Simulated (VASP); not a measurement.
# Sn (Pm-3m) in VASP: further runs

Runs on Sn. Level: LDA. Tasks: single point.

Program: VASP 6.6.1. These are calculated values, not measurements. Logs are shortened: lines on timing, memory, paths and dates and some standing lists are left out, and cuts for length are marked.

## (1) The cell of the first run

The structure is cubic, space group Pm-3m (No. 221). Conventional cell: a = 2.876 Å, b = 2.876 Å, c = 2.876 Å, α = 90.00°, β = 90.00°, γ = 90.00°. Within 3.8 Å of Sn (site symmetry m-3m) lie 6 Sn at 2.88 Å.

## (2) Single point, LDA (volume scaled by 0.88)

The input, INCAR:

```
PREC = Accurate ; ENCUT = 520
EDIFF = 1E-6 ; ISMEAR = -1
SIGMA = 0.1 ; LREAL = False
LASPH = True ; NELM = 100
ALGO = Normal ; ISIF = 2
LWAVE = False ; LCHARG = False
NBANDS = 13
```

The input, KPOINTS:

```
regular mesh
0
Gamma
  12 12 12
```

The input, POSCAR:

```
Sn
1.0
    2.8760978763      0.0000000000      0.0000000000
    0.0000000000      2.8760978763      0.0000000000
    0.0000000000      0.0000000000      2.8760978763
Sn
1
Direct
    0.0000000000      0.0000000000      0.0000000000
```

Potentials or basis: VASP PAW LDA potentials, release 64 (Sn_d).

Launch:

```
$ cat potpaw_LDA.64/Sn_d/POTCAR > POTCAR
$ mpirun -np 1 vasp_std > vasp.out
```

OUTCAR:

```text
PREC = Accurate
   ENCUT = 520
   EDIFF = 1E-6
   ISMEAR = -1
   LREAL = False
   LASPH = True
   NELM = 100
   ISIF = 2

 ion  position               nearest neighbor table
   1  0.000  0.000  0.000-

  LATTYP: Found a simple cubic cell.
 ALAT       =     2.8760978763

  Lattice vectors:

 A1 = (   2.8760978763,   0.0000000000,   0.0000000000)
 A2 = (   0.0000000000,   2.8760978763,   0.0000000000)
 A3 = (   0.0000000000,   0.0000000000,   2.8760978763)

Analysis of symmetry for initial positions (statically):
=====================================================================
 Subroutine PRICEL returns:
 Original cell was already a primitive cell.

 Routine SETGRP: Setting up the symmetry group for a
 simple cubic supercell.

 Subroutine GETGRP returns: Found 48 space group operations
 (whereof 48 operations were pure point group operations)
 out of a pool of 48 trial point group operations.

The static configuration has the point symmetry O_h .

Analysis of symmetry for dynamics (positions and initial velocities):
=====================================================================
 Subroutine PRICEL returns:
 Original cell was already a primitive cell.

 Routine SETGRP: Setting up the symmetry group for a
 simple cubic supercell.

 Subroutine GETGRP returns: Found 48 space group operations
 (whereof 48 operations were pure point group operations)
 out of a pool of 48 trial point group operations.

The dynamic configuration has the point symmetry O_h .

 Subroutine INISYM returns: Found 48 space group operations
 (whereof 48 operations are pure point group operations),
 and found     1 'primitive' translations

----------------------------------------------------------------------------------------

                                     Primitive cell

  volume of cell :      23.7909

  direct lattice vectors                    reciprocal lattice vectors
     2.876097876  0.000000000  0.000000000     0.347693313  0.000000000  0.000000000
     0.000000000  2.876097876  0.000000000     0.000000000  0.347693313  0.000000000
     0.000000000  0.000000000  2.876097876     0.000000000  0.000000000  0.347693313

  length of vectors
     2.876097876  2.876097876  2.876097876     0.347693313  0.347693313  0.347693313

  position of ions in fractional coordinates (direct lattice)
     0.000000000  0.000000000  0.000000000

  ion indices of the primitive-cell ions
   primitive index   ion index
                 1           1

[... 76 lines left out ...]
   NFREE  =      0    steps in history (QN), initial steepest desc. (CG)
   ISIF   =      2    stress and relaxation
   ISYM   =      2    0-nonsym 1-usesym 2-fastsym
   POTIM  = 0.5000    time-step for ionic-motion
   TEBEG  =    0.0;   TEEND  =   0.0 temperature during run
   PSTRESS=    0.0 pullay stress
   NELECT =      14.0000    total number of electrons
   NUPDOWN=      -1.0000    fix difference up-down
   EMIN   =  10.00;   EMAX   =-10.00  energy-range for DOS
   EFERMI =   0.00;   METHOD = LEGACY
   ISMEAR =    -1;   SIGMA  =   0.10  broadening in eV -4-tet -1-fermi 0-gaus
   EFERMI_NEDOS =   21; number of points for ismear=-14 and -15
   IALGO  =     38    algorithm
   IMIX   =      4    mixing-type and parameters
     AMIX     =   0.40;   BMIX     =  1.00
     AMIX_MAG =   1.60;   BMIX_MAG =  1.00
  volume/ion in A,a.u.               =      23.79       160.55
  Fermi-wavevector in a.u.,A,eV,Ry     =   1.371873  2.592464 25.606641  1.882035
  Thomas-Fermi vector in A             =   2.497531
   LORBIT       =      0    0 simple, 1 ext, 2 COOP (PROOUT), +10 PAW based schemes
   GGA     = CA    functional components
   LHFCALC =     F    Hartree Fock is set to
   AEXX    =    0.0000 exact exchange contribution
   IVDW    =     0    specifies the selected vdW correction
   LEPSILON=     F    determine dielectric tensor
   LRPA    =     F    only Hartree local field effects (RPA)
 non-spin polarized calculation
  energy-cutoff  :      520.00
  volume of cell :       23.79
 maximum number of plane-waves:       657
 NGX is ok and might be reduce to    24
   NGX = 11   NGY = 11   NGZ = 11

 number of electron      14.0000005 magnetization

 Free energy of the ion-electron system (eV)
  ---------------------------------------------------
  ext. energy  EPLUGINS =         0.00000000
  ---------------------------------------------------
  free energy    TOTEN  =        -4.35086746 eV

  energy without entropy =       -4.33100892  energy(sigma->0) =       -4.34093819

 E-fermi :   9.4300     XC(G=0): -11.1379

 val. band max:        9.3081354375   @ k =   0.2500   0.1667   0.0000
 cond. band min:       9.4356755496   @ k =   0.2500   0.1667   0.0833
 fundamental gap:      0.1275401121
 Fermi energy:         9.4300207441

 k-point     1 :       0.0000    0.0000    0.0000
  band No.  band energies     occupation
      1     -12.5112      2.00000
      2     -12.5112      2.00000
      3     -11.8274      2.00000
      4     -11.8274      2.00000
      5     -11.8274      2.00000
      6      -2.8792      2.00000
      7      15.3955      0.00000
      8      15.3955      0.00000
      9      15.3955      0.00000
     10      18.9862      0.00000
     11      18.9862      0.00000
     12      20.9330      0.00000
     13      30.6343      0.00000
[... 354 lines left out ...]
  band No.  band energies     occupation
      1     -12.2756      2.00000
      2     -12.1934      2.00000
      3     -11.9807      2.00000
      4     -11.9449      2.00000
      5     -11.7776      2.00000
      6       2.3518      2.00000
      7       6.4972      2.00000
      8       9.5369      0.51112
      9      14.5626      0.00000
     10      20.6607      0.00000
     11      22.8921      0.00000
     12      24.7996      0.00000
     13      26.1773      0.00000

 [... further k-points ...]
[... 5 lines left out ...]
  --------------------------------------------------------------------------------------
  -------------------------------------------------------------------------------------
  Total        1.5839039      1.5839039      1.5839039     -0.0000000     -0.0000000      0.0000000
  in kB      106.6665948    106.6665948    106.6665948     -0.0000000     -0.0000000      0.0000000
  external PRESSURE =     106.6665948 kB  Pullay stress =       0.0000000 kB

 VOLUME and BASIS-vectors are now :
 -----------------------------------------------------------------------------
  energy-cutoff  :      520.00
  volume of cell :       23.79
      direct lattice vectors                 reciprocal lattice vectors
     2.876097876  0.000000000  0.000000000     0.347693313  0.000000000  0.000000000
     0.000000000  2.876097876  0.000000000     0.000000000  0.347693313  0.000000000
     0.000000000  0.000000000  2.876097876     0.000000000  0.000000000  0.347693313

 POSITION                                       TOTAL-FORCE (eV/Angst)
 -----------------------------------------------------------------------------------
      0.00000      0.00000      0.00000         0.000000      0.000000      0.000000
 -----------------------------------------------------------------------------------
    total drift:                                0.000000     -0.000000      0.000000

  FREE ENERGIE OF THE ION-ELECTRON SYSTEM (eV)
  ---------------------------------------------------
  free  energy   TOTEN  =        -4.3508674645 eV

  energy  without entropy=       -4.3310089195  energy(sigma->0) =       -4.34093819
```

Run time: 13 s. Hardware: 1 thread of Intel Xeon 8259CL, shared host; peak memory 0.14 GiB.

What came out:

```
Free energy            : -4.3509 eV
Pressure               : 10.7 GPa
Band gap on the k mesh : zero (band 7 reaches 15.40 eV, above the bottom of band 8 at 6.60 eV)
```

Caveat: the cell differs from its parent crystal (volume scaled by 0.88); spin-orbit coupling is left out, which moves the levels of the heavy elements.

## (3) Single point, LDA (volume scaled by 0.96)

The input, INCAR:

```
ALGO = Normal
EDIFF = 1E-7
ENCUT = 520
ISIF = 2
ISMEAR = -1
LASPH = T
LCHARG = F
LREAL = F
LWAVE = F
NBANDS = 13
NELM = 80
PREC = Accurate
SIGMA = 0.1
```

The input, KPOINTS:

```
k-points
0
Gamma
  12 12 12
```

The input, POSCAR:

```
Sn
1.0
    2.9607371181      0.0000000000      0.0000000000
    0.0000000000      2.9607371181      0.0000000000
    0.0000000000      0.0000000000      2.9607371181
Sn
1
Direct
    0.0000000000      0.0000000000      0.0000000000
```

Potentials or basis: VASP PAW LDA potentials, release 64 (Sn_d).

Launch:

```
$ cat potpaw_LDA.64/Sn_d/POTCAR > POTCAR
$ mpirun -np 1 vasp_std > vasp.out
```

It took 18 s on 1 thread of Intel Xeon 8259CL, shared host; peak memory 0.14 GiB.

It converged, with:

- Free energy: -4.4397 eV
- Pressure: 3.0 GPa
- Band gap on the k mesh: zero (band 7 reaches 13.88 eV, above the bottom of band 8 at 5.72 eV)

Levels at points of the mesh, in eV from the Fermi level:
| k point | band 5 | band 6 | band 7 | band 8 | band 9 | band 10 |
| --- | --- | --- | --- | --- | --- | --- |
| (0.00, 0.00, 0.00) | -21.19 | -11.58 | 5.64 | 5.64 | 5.64 | 9.17 |
| (0.50, 0.00, 0.00) | -21.18 | -8.12 | -5.21 | 8.57 | 8.57 | 12.03 |
| (0.50, 0.50, 0.00) | -21.02 | -4.41 | -2.52 | -2.52 | 2.72 | 11.87 |
| (0.50, 0.50, 0.50) | -21.02 | -0.05 | 0.09 | 0.09 | 0.09 | 6.02 |

Caveat: the cell differs from its parent crystal (volume scaled by 0.96); spin-orbit coupling is left out, which moves the levels of the heavy elements.

## (4) Single point, LDA

This run uses another cell than the first one, of 27.04 Å³/atom, 1.136 times its volume.

The input, INCAR:

```
ALGO = Normal
EDIFF = 1E-6
ENCUT = 520
GGA = CA
ISIF = 2
ISMEAR = -1
LASPH = T
LCHARG = T
LELF = T
LREAL = F
LVHAR = T
LWAVE = F
NBANDS = 13
NELM = 60
PREC = Accurate
SIGMA = 0.1
```

KPOINTS is that of step 3.

The input, POSCAR:

```
Sn
1.0
    3.0013002013      0.0000000000      0.0000000000
    0.0000000000      3.0013002013      0.0000000000
    0.0000000000      0.0000000000      3.0013002013
Sn
1
Direct
    0.0000000000      0.0000000000      0.0000000000
```

Launch:

```
$ cat potpaw_LDA.64/Sn_d/POTCAR > POTCAR
$ mpirun -np 1 vasp_std > vasp.out
```

It took 19 s on 1 thread of Intel Xeon 8259CL, shared host; peak memory 0.14 GiB.

It converged, with:

```
Free energy            : -4.4511 eV
Pressure               : 0.4 GPa
Band gap on the k mesh : zero (band 7 reaches 13.20 eV, above the bottom of band 8 at 5.33 eV)
```

Levels at points of the mesh, in eV from the Fermi level:
| k point | band 4 | band 5 | band 6 | band 7 | band 8 | band 9 | band 10 | band 11 |
| --- | --- | --- | --- | --- | --- | --- | --- | --- |
| (0.00, 0.00, 0.00) | -21.16 | -21.16 | -11.27 | 5.49 | 5.49 | 5.49 | 8.99 | 8.99 |
| (0.50, 0.00, 0.00) | -21.27 | -21.15 | -7.99 | -4.96 | 8.26 | 8.26 | 11.87 | 12.04 |
| (0.50, 0.50, 0.00) | -21.27 | -21.02 | -4.49 | -2.38 | -2.38 | 2.80 | 11.31 | 14.46 |
| (0.50, 0.50, 0.50) | -21.01 | -21.01 | -0.41 | 0.10 | 0.10 | 0.10 | 5.99 | 5.99 |

Caveat: spin-orbit coupling is left out, which moves the levels of the heavy elements.

## (5) Summary

```csv
cell,gap on the mesh (eV),pressure (GPa)
"a = 2.876 Å, 1 atom",none,10.7
"a = 2.961 Å, 1 atom",none,3.0
"a = 3.001 Å, 1 atom",none,0.4
```

Alike in all rows: task single point; level LDA; potentials or basis VASP PAW LDA potentials, release 64 (Sn_d); no spin polarisation; k mesh 12 × 12 × 12; cutoff (eV) 520; smearing fermi-dirac 0.1 eV.

Caveats: spin-orbit coupling is left out, which moves the levels of the heavy elements.

Absolute energies hang on the potentials; compare differences alone.
